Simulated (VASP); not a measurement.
# Cs (P6_3/mmc) in VASP: a series of runs

The runs below take Cs through single point, with PBEsol.

Everything below comes from runs of VASP 6.6.1. Logs are shortened: lines on timing, memory, paths and dates and some standing lists are left out, and cuts for length are marked.

**1. The cell of the first run**

Symmetry: P6_3/mmc, No. 194, hexagonal system. The conventional cell has a = 5.161 Å, b = 5.161 Å, c = 16.855 Å, α = 90.00°, β = 90.00°, γ = 120.00°.

This isn't the form of Cs at room conditions, which is bcc.

**2. Single point, PBEsol (97.19 Å³/atom)**

INCAR

```
SYSTEM = Cs
PREC = Accurate ; ENCUT = 520
EDIFF = 1E-7 ; ISMEAR = -1
SIGMA = 0.1 ; LREAL = .FALSE.
LASPH = .TRUE. ; NELM = 100
ALGO = Normal ; ISIF = 2
LWAVE = .FALSE. ; LCHARG = .FALSE.
GGA = PS ; NBANDS = 26
```

KPOINTS

```
Automatic mesh
0
G
  8 8 2
  0 0 0
```

POSCAR

```
Cs
1.0
    5.1608145952      0.0000000000      0.0000000000
   -2.5804072976      4.4693965437      0.0000000000
    0.0000000000      0.0000000000     16.8552204677
Cs
4
Direct
    0.0000000000      0.0000000000      0.0000000000
    0.0000000000      0.0000000000      0.5000000000
    0.3333333333      0.6666666667      0.2500000000
    0.6666666667      0.3333333333      0.7500000000
```

Potentials or basis: VASP PAW PBE potentials, release 64 (Cs_sv).

Launch:

```
$ cat potpaw_PBE.64/Cs_sv/POTCAR > POTCAR
$ mpirun -np 1 vasp_std > vasp.out
```

OUTCAR:

```text
SYSTEM = Cs
   PREC = Accurate
   ENCUT = 520
   EDIFF = 1E-7
   ISMEAR = -1
   LREAL = .FALSE.
   LASPH = .TRUE.
   NELM = 100
   ISIF = 2
   GGA = PS

 ion  position               nearest neighbor table
   1  0.000  0.000  0.000-
   2  0.000  0.000  0.500-
   3  0.333  0.667  0.250-
   4  0.667  0.333  0.750-

  LATTYP: Found a hexagonal cell.
 ALAT       =     5.1608145952
 C/A-ratio  =     3.2660000000

  Lattice vectors:

 A1 = (   5.1608145952,   0.0000000000,   0.0000000000)
 A2 = (  -2.5804072976,   4.4693965437,   0.0000000000)
 A3 = (   0.0000000000,   0.0000000000,  16.8552204677)

Analysis of symmetry for initial positions (statically):
=====================================================================
 Subroutine PRICEL returns:
 Original cell was already a primitive cell.

 Routine SETGRP: Setting up the symmetry group for a
 hexagonal supercell.

 Subroutine GETGRP returns: Found 24 space group operations
 (whereof 12 operations were pure point group operations)
 out of a pool of 24 trial point group operations.

The static configuration has the point symmetry D_3d.
 The point group associated with its full space group is D_6h.

Analysis of symmetry for dynamics (positions and initial velocities):
=====================================================================
 Subroutine PRICEL returns:
 Original cell was already a primitive cell.

 Routine SETGRP: Setting up the symmetry group for a
 hexagonal supercell.

 Subroutine GETGRP returns: Found 24 space group operations
 (whereof 12 operations were pure point group operations)
 out of a pool of 24 trial point group operations.

The dynamic configuration has the point symmetry D_3d.
 The point group associated with its full space group is D_6h.

 Subroutine INISYM returns: Found 24 space group operations
 (whereof 12 operations are pure point group operations),
 and found     1 'primitive' translations

----------------------------------------------------------------------------------------

                                     Primitive cell

  volume of cell :     388.7779

  direct lattice vectors                    reciprocal lattice vectors
     5.160814595  0.000000000  0.000000000     0.193767860  0.111871926  0.000000000
    -2.580407298  4.469396544  0.000000000     0.000000000  0.223743852  0.000000000
     0.000000000  0.000000000 16.855220468     0.000000000  0.000000000  0.059328800

  length of vectors
     5.160814595  5.160814595 16.855220468     0.223743852  0.223743852  0.059328800

  position of ions in fractional coordinates (direct lattice)
     0.000000000  0.000000000  0.000000000
     0.000000000  0.000000000  0.500000000
     0.333333333  0.666666667  0.250000000
     0.666666667  0.333333333  0.750000000

  ion indices of the primitive-cell ions
   primitive index   ion index
                 1           1
                 2           2
                 3           3
                 4           4

----------------------------------------------------------------------------------------

 KPOINTS: Automatic mesh

Automatic generation of k-mesh.
 Grid dimensions read from file:
 generate k-points for:    8    8    2

 Generating k-lattice:

  Cartesian coordinates                     Fractional coordinates (reciprocal lattice)
     0.024220983  0.013983991  0.000000000     0.125000000  0.000000000  0.000000000
     0.000000000  0.027967982  0.000000000     0.000000000  0.125000000  0.000000000
     0.000000000  0.000000000  0.029664400     0.000000000  0.000000000  0.500000000

  Length of vectors
     0.027967982  0.027967982  0.029664400

  Shift w.r.t. Gamma in fractional coordinates (k-lattice)
     0.000000000  0.000000000  0.000000000

 Subroutine IBZKPT returns following result:
 ===========================================

 Found     20 irreducible k-points:

 Following reciprocal coordinates:
            Coordinates               Weight
  0.000000  0.000000  0.000000      1.000000
  0.125000  0.000000  0.000000      6.000000
  0.250000  0.000000  0.000000      6.000000
  0.375000  0.000000  0.000000      6.000000
  0.500000  0.000000  0.000000      3.000000
  0.125000  0.125000  0.000000      6.000000
[... 12 lines left out ...]
  0.250000  0.250000  0.500000      6.000000
  0.375000  0.250000  0.500000      6.000000
   k-points           NKPTS =     20   k-points in BZ     NKDIM =     20   number of bands    NBANDS=     26
   number of dos      NEDOS =    301   number of ions     NIONS =      4
   total plane-waves  NPLWV = 201600
   dimension x,y,z NGX =    40 NGY =   40 NGZ =  126
   dimension x,y,z NGXF=    80 NGYF=   80 NGZF=  252
   ions per type =               4
   NGX,Y,Z   is equivalent  to a cutoff of  12.89, 12.89, 12.43 a.u.
   NGXF,Y,Z  is equivalent  to a cutoff of  25.77, 25.77, 24.86 a.u.
 SYSTEM =  Cs
   PREC   = accura    normal or accurate (medium, high low for compatibility)
   ISTART =      0    job   : 0-new  1-cont  2-samecut
[... 31 lines left out ...]
   LORBIT       =      0    0 simple, 1 ext, 2 COOP (PROOUT), +10 PAW based schemes
   GGA     = PS    functional components
   LHFCALC =     F    Hartree Fock is set to
   AEXX    =    0.0000 exact exchange contribution
   IVDW    =     0    specifies the selected vdW correction
   LEPSILON=     F    determine dielectric tensor
   LRPA    =     F    only Hartree local field effects (RPA)
 non-spin polarized calculation
  energy-cutoff  :      520.00
  volume of cell :      388.78
 maximum number of plane-waves:     10563
 NGX is ok and might be reduce to    40
   NGX = 19   NGY = 19   NGZ = 63

 number of electron      36.0000000 magnetization

 Free energy of the ion-electron system (eV)
  ---------------------------------------------------
  ext. energy  EPLUGINS =         0.00000000
  ---------------------------------------------------
  free energy    TOTEN  =        -3.81122991 eV

  energy without entropy =       -3.64076016  energy(sigma->0) =       -3.72599503

 E-fermi :   0.8037     XC(G=0):  -5.9338

 val. band max:        0.7776723081   @ k =   0.3750   0.1250   0.5000
 cond. band min:       0.8251703177   @ k =   0.5000   0.0000   0.5000
 fundamental gap:      0.0474980096
 Fermi energy:         0.8037312240

 k-point     1 :       0.0000    0.0000    0.0000
  band No.  band energies     occupation
      1     -22.9354      2.00000
      2     -22.9292      2.00000
      3     -22.9279      2.00000
      4     -22.9217      2.00000
      5      -9.8626      2.00000
      6      -9.7460      2.00000
[... 18 lines left out ...]
     25       3.2157      0.00000
     26       3.2869      0.00000

 k-point     2 :       0.1250    0.0000    0.0000
  band No.  band energies     occupation
      1     -22.9336      2.00000
      2     -22.9279      2.00000
      3     -22.9266      2.00000
      4     -22.9209      2.00000
      5      -9.8507      2.00000
      6      -9.7500      2.00000
[... 18 lines left out ...]
     25       2.9884      0.00000
     26       3.0205      0.00000

 k-point     3 :       0.2500    0.0000    0.0000
  band No.  band energies     occupation
      1     -22.9291      2.00000
      2     -22.9247      2.00000
      3     -22.9234      2.00000
      4     -22.9189      2.00000
      5      -9.8201      2.00000
      6      -9.7808      2.00000
[... 18 lines left out ...]
     25       2.5280      0.00000
     26       2.5375      0.00000

 k-point     4 :       0.3750    0.0000    0.0000
  band No.  band energies     occupation
      1     -22.9242      2.00000
      2     -22.9215      2.00000
      3     -22.9202      2.00000
      4     -22.9175      2.00000
      5      -9.8353      2.00000
      6      -9.8323      2.00000
[... 18 lines left out ...]
     25       2.4278      0.00000
     26       2.5073      0.00000
[... 380 lines left out ...]
      1     -22.9212      2.00000
      2     -22.9212      2.00000
      3     -22.9178      2.00000
      4     -22.9178      2.00000
      5      -9.8344      2.00000
      6      -9.8344      2.00000
[... 18 lines left out ...]
     25       2.3997      0.00000
     26       2.3997      0.00000

 k-point    19 :       0.2500    0.2500    0.5000
  band No.  band energies     occupation
      1     -22.9212      2.00000
      2     -22.9212      2.00000
      3     -22.9178      2.00000
      4     -22.9178      2.00000
      5      -9.8107      2.00000
      6      -9.8107      2.00000
[... 18 lines left out ...]
     25       2.3665      0.00000
     26       2.3665      0.00000

 k-point    20 :       0.3750    0.2500    0.5000
  band No.  band energies     occupation
      1     -22.9195      2.00000
      2     -22.9195      2.00000
      3     -22.9177      2.00000
      4     -22.9177      2.00000
      5      -9.8175      2.00000
      6      -9.8175      2.00000
[... 18 lines left out ...]
     25       2.2541      0.00000
     26       2.2541      0.00000

------------------------ aborting loop because EDIFF is reached ----------------------------------------

  FORCE on cell =-STRESS in cart. coord.  units (eV):
  Direction    XX          YY          ZZ          XY          YZ          ZX
  --------------------------------------------------------------------------------------
  -------------------------------------------------------------------------------------
  Total        0.6820214      0.6820214      0.6403250      0.0000000      0.0000000      0.0000000
  in kB        2.8106514      2.8106514      2.6388179      0.0000000      0.0000000      0.0000000
  external PRESSURE =       2.7533736 kB  Pullay stress =       0.0000000 kB

 VOLUME and BASIS-vectors are now :
 -----------------------------------------------------------------------------
  energy-cutoff  :      520.00
  volume of cell :      388.78
      direct lattice vectors                 reciprocal lattice vectors
     5.160814595  0.000000000  0.000000000     0.193767860  0.111871926  0.000000000
    -2.580407298  4.469396544  0.000000000     0.000000000  0.223743852  0.000000000
     0.000000000  0.000000000 16.855220468     0.000000000  0.000000000  0.059328800

 POSITION                                       TOTAL-FORCE (eV/Angst)
 -----------------------------------------------------------------------------------
      0.00000      0.00000      0.00000        -0.000000      0.000000     -0.000000
      0.00000      0.00000      8.42761        -0.000000      0.000000     -0.000000
     -0.00000      2.97960      4.21381         0.000000     -0.000000     -0.000000
      2.58041      1.48980     12.64142        -0.000000      0.000000      0.000000
 -----------------------------------------------------------------------------------
    total drift:                                0.000000      0.000000     -0.000000

  FREE ENERGIE OF THE ION-ELECTRON SYSTEM (eV)
  ---------------------------------------------------
  free  energy   TOTEN  =        -3.8112299090 eV

  energy  without entropy=       -3.6407601579  energy(sigma->0) =       -3.72599503
```

Run time: 4.3 min. Hardware: 1 thread of Intel Xeon 8259CL, shared host; peak memory 0.53 GiB.

Results:

```yaml
Free_energy: -3.8112 eV
Pressure: 0.3 GPa
Band_gap_on_the_k_mesh: zero (bands 18 and 19 overlap by 1.67 eV)
```

Caveat: the PAW data sets were made with another functional, which shifts forces and pressure a little; spin-orbit coupling is left out, which moves the levels of the heavy elements.

**3. Single point, PBEsol (101.61 Å³/atom)**

This run uses another cell than the first one, of 101.61 Å³/atom.

INCAR

```
SYSTEM = Cs
PREC = Accurate
ENCUT = 520
EDIFF = 1E-6
ISMEAR = -1
SIGMA = 0.1
LREAL = .False.
LASPH = .True.
NELM = 100
ALGO = Normal
ISIF = 2
LWAVE = .False.
LCHARG = .False.
GGA = PS
NBANDS = 26
```

KPOINTS

```
Automatic mesh
0
Gamma
  8 8 2
  0 0 0
```

POSCAR

```
Cs
1.0
    5.2378530365      0.0000000000      0.0000000000
   -2.6189265182      4.5361137909      0.0000000000
    0.0000000000      0.0000000000     17.1068280170
Cs
4
Direct
    0.0000000000      0.0000000000      0.0000000000
    0.0000000000      0.0000000000      0.5000000000
    0.3333333333      0.6666666667      0.2500000000
    0.6666666667      0.3333333333      0.7500000000
```

Potentials or basis: VASP PAW PBE potentials, release 64 (Cs_sv).

Launch:

```
$ cat potpaw_PBE.64/Cs_sv/POTCAR > POTCAR
$ mpirun -np 1 vasp_std > vasp.out
```

Wall time 4.4 min (1 thread of Intel Xeon 8259CL, shared host); peak memory 0.53 GiB.

It converged, with:

```yaml
Free_energy: -3.8357 eV
Pressure: 0.2 GPa
Band_gap_on_the_k_mesh: zero (bands 18 and 19 overlap by 1.66 eV)
```

Levels at points of the mesh, in eV from the Fermi level:
```tsv
k point	band 14	band 15	band 16	band 17	band 18	band 19	band 20	band 21	band 22	band 23
(0.00, 0.00, 0.00)	-10.46	-10.46	-10.46	-1.80	-1.11	-1.11	-0.07	0.91	1.67	1.68
(0.50, 0.00, 0.00)	-10.51	-10.49	-10.48	-0.05	0.11	0.23	0.29	0.83	0.98	0.98
(0.00, 0.00, 0.50)	-10.46	-10.46	-10.46	-1.61	-1.61	-0.46	-0.46	1.18	1.18	2.23
(0.50, 0.00, 0.50)	-10.50	-10.49	-10.49	0.03	0.03	0.25	0.25	0.88	0.88	1.05
```

Caveat: the PAW data sets were made with another functional, which shifts forces and pressure a little; spin-orbit coupling is left out, which moves the levels of the heavy elements.

**4. Single point, PBEsol (106.03 Å³/atom)**

This run uses another cell than the first one, of 106.03 Å³/atom.

INCAR

```
SYSTEM = Cs
  PREC = Accurate
  ENCUT = 520
  EDIFF = 1E-6
  ISMEAR = -1
  SIGMA = 0.1
  LREAL = .False.
  LASPH = .True.
  NELM = 80
  ALGO = Normal
  ISIF = 2
  LWAVE = .False.
  LCHARG = .True.
  GGA = PS
  LELF = .True.
  LVHAR = .True.
  NBANDS = 26
```

KPOINTS is that of step 3.

POSCAR

```
Cs
1.0
    5.3126896192      0.0000000000      0.0000000000
   -2.6563448096      4.6009241727      0.0000000000
    0.0000000000      0.0000000000     17.3512442963
Cs
4
Direct
    0.0000000000      0.0000000000      0.0000000000
    0.0000000000      0.0000000000      0.5000000000
    0.3333333333      0.6666666667      0.2500000000
    0.6666666667      0.3333333333      0.7500000000
```

Launch:

```
$ cat potpaw_PBE.64/Cs_sv/POTCAR > POTCAR
$ mpirun -np 1 vasp_std > vasp.out
```

It took 4.6 min on 1 thread of Intel Xeon 8259CL, shared host; peak memory 0.57 GiB.

Results (log left out):

- Free energy: -3.8481 eV
- Pressure: 0.1 GPa
- Band gap on the k mesh: zero (bands 18 and 19 overlap by 1.62 eV)

Levels at points of the mesh, in eV from the Fermi level:
```csv
k point,band 14,band 15,band 16,band 17,band 18,band 19,band 20,band 21,band 22,band 23
"(0.00, 0.00, 0.00)",-10.49,-10.49,-10.49,-1.75,-1.09,-1.09,-0.05,0.86,1.66,1.68
"(0.50, 0.00, 0.00)",-10.53,-10.52,-10.51,-0.03,0.13,0.23,0.31,0.82,0.98,1.00
"(0.00, 0.00, 0.50)",-10.49,-10.49,-10.49,-1.58,-1.58,-0.45,-0.45,1.16,1.16,2.21
"(0.50, 0.00, 0.50)",-10.53,-10.52,-10.52,0.04,0.04,0.27,0.27,0.86,0.86,1.05
```

Caveat: the PAW data sets were made with another functional, which shifts forces and pressure a little; spin-orbit coupling is left out, which moves the levels of the heavy elements.

**5. Single point, PBEsol (110.45 Å³/atom)**

This run uses another cell than the first one, of 110.45 Å³/atom.

INCAR

```
PREC = Accurate ; ENCUT = 520
EDIFF = 1E-6 ; ISMEAR = -1
SIGMA = 0.1 ; LREAL = False
LASPH = True ; NELM = 100
ALGO = Normal ; ISIF = 2
LWAVE = False ; LCHARG = True
GGA = PS ; LELF = True
LVHAR = True ; NBANDS = 26
```

KPOINTS

```
Automatic mesh
0
Gamma
  8 8 2
```

POSCAR

```
Cs
1.0
    5.3854752340      0.0000000000      0.0000000000
   -2.6927376170      4.6639583641      0.0000000000
    0.0000000000      0.0000000000     17.5889621141
Cs
4
Direct
    0.0000000000      0.0000000000      0.0000000000
    0.0000000000      0.0000000000      0.5000000000
    0.3333333333      0.6666666667      0.2500000000
    0.6666666667      0.3333333333      0.7500000000
```

Launch:

```
$ cat potpaw_PBE.64/Cs_sv/POTCAR > POTCAR
$ mpirun -np 1 vasp_std > vasp.out
```

It took 4.5 min on 1 thread of Intel Xeon 8259CL, shared host; peak memory 0.57 GiB.

Results (log left out):

| Property | Result |
| --- | --- |
| Free energy | -3.8503 eV |
| Pressure | 0.0 GPa |
| Band gap on the k mesh | zero (bands 18 and 19 overlap by 1.59 eV) |

Levels at points of the mesh, in eV from the Fermi level:
```tsv
k point	band 15	band 16	band 17	band 18	band 19	band 20	band 21	band 22
(0.00, 0.00, 0.00)	-10.52	-10.52	-1.71	-1.08	-1.08	-0.04	0.82	1.65
(0.50, 0.00, 0.00)	-10.54	-10.54	-0.02	0.16	0.22	0.31	0.81	0.96
(0.00, 0.00, 0.50)	-10.52	-10.52	-1.54	-1.54	-0.45	-0.45	1.14	1.14
(0.50, 0.00, 0.50)	-10.54	-10.54	0.05	0.05	0.28	0.28	0.85	0.85
```

Caveat: the PAW data sets were made with another functional, which shifts forces and pressure a little; spin-orbit coupling is left out, which moves the levels of the heavy elements.

**6. Single point, PBEsol (114.87 Å³/atom)**

This run uses another cell than the first one, of 114.87 Å³/atom.

INCAR

```
PREC = Accurate ; ENCUT = 520
EDIFF = 1E-7 ; ISMEAR = -1
SIGMA = 0.1 ; LREAL = False
LASPH = True ; NELM = 80
ALGO = Normal ; ISIF = 2
LWAVE = False ; LCHARG = False
GGA = PS ; NBANDS = 26
```

KPOINTS

```
regular mesh
0
Gamma
  8 8 2
```

POSCAR

```
Cs
1.0
    5.4563448774      0.0000000000      0.0000000000
   -2.7281724387      4.7253332756      0.0000000000
    0.0000000000      0.0000000000     17.8204223693
Cs
4
Direct
    0.0000000000      0.0000000000      0.0000000000
    0.0000000000      0.0000000000      0.5000000000
    0.3333333333      0.6666666667      0.2500000000
    0.6666666667      0.3333333333      0.7500000000
```

Potentials or basis: VASP PAW PBE potentials, release 64 (Cs_sv).

Launch:

```
$ cat potpaw_PBE.64/Cs_sv/POTCAR > POTCAR
$ mpirun -np 1 vasp_std > vasp.out
```

Run time: 6.3 min. Hardware: 1 thread of Intel Xeon 8259CL, shared host; peak memory 0.61 GiB.

The run converged. Its results:

| Property | Result |
| --- | --- |
| Free energy | -3.8438 eV |
| Pressure | -0.1 GPa |
| Band gap on the k mesh | zero (bands 18 and 19 overlap by 1.56 eV) |

Levels at points of the mesh, in eV from the Fermi level:
| k point | band 15 | band 16 | band 17 | band 18 | band 19 | band 20 | band 21 | band 22 |
| --- | --- | --- | --- | --- | --- | --- | --- | --- |
| (0.00, 0.00, 0.00) | -10.55 | -10.55 | -1.67 | -1.06 | -1.06 | -0.02 | 0.78 | 1.64 |
| (0.50, 0.00, 0.00) | -10.57 | -10.56 | -0.01 | 0.18 | 0.22 | 0.32 | 0.79 | 0.93 |
| (0.00, 0.00, 0.50) | -10.55 | -10.55 | -1.51 | -1.51 | -0.44 | -0.44 | 1.12 | 1.12 |
| (0.50, 0.00, 0.50) | -10.57 | -10.57 | 0.06 | 0.06 | 0.29 | 0.29 | 0.83 | 0.83 |

Caveat: the PAW data sets were made with another functional, which shifts forces and pressure a little; spin-orbit coupling is left out, which moves the levels of the heavy elements.

**7. Overview**

```csv
cell,gap on the mesh (eV),pressure (GPa)
"a = 5.161, b = 5.161, c = 16.855 Å, angles 90.0, 90.0, 120.0°, 4 atoms",none,0.3
"a = 5.238, b = 5.238, c = 17.107 Å, angles 90.0, 90.0, 120.0°, 4 atoms",none,0.2
"a = 5.313, b = 5.313, c = 17.351 Å, angles 90.0, 90.0, 120.0°, 4 atoms",none,0.1
"a = 5.385, b = 5.385, c = 17.589 Å, angles 90.0, 90.0, 120.0°, 4 atoms",none,0.0
"a = 5.456, b = 5.456, c = 17.820 Å, angles 90.0, 90.0, 120.0°, 4 atoms",none,-0.1
```

Alike in all rows: task single point; level PBEsol; potentials or basis VASP PAW PBE potentials, release 64 (Cs_sv); no spin polarisation; k mesh 8 × 8 × 2; cutoff (eV) 520; smearing fermi-dirac 0.1 eV.

Caveats: the PAW data sets were made with another functional, which shifts forces and pressure a little; spin-orbit coupling is left out, which moves the levels of the heavy elements.

Total energies depend on the potentials used, so only differences within one code and one set of settings carry meaning.
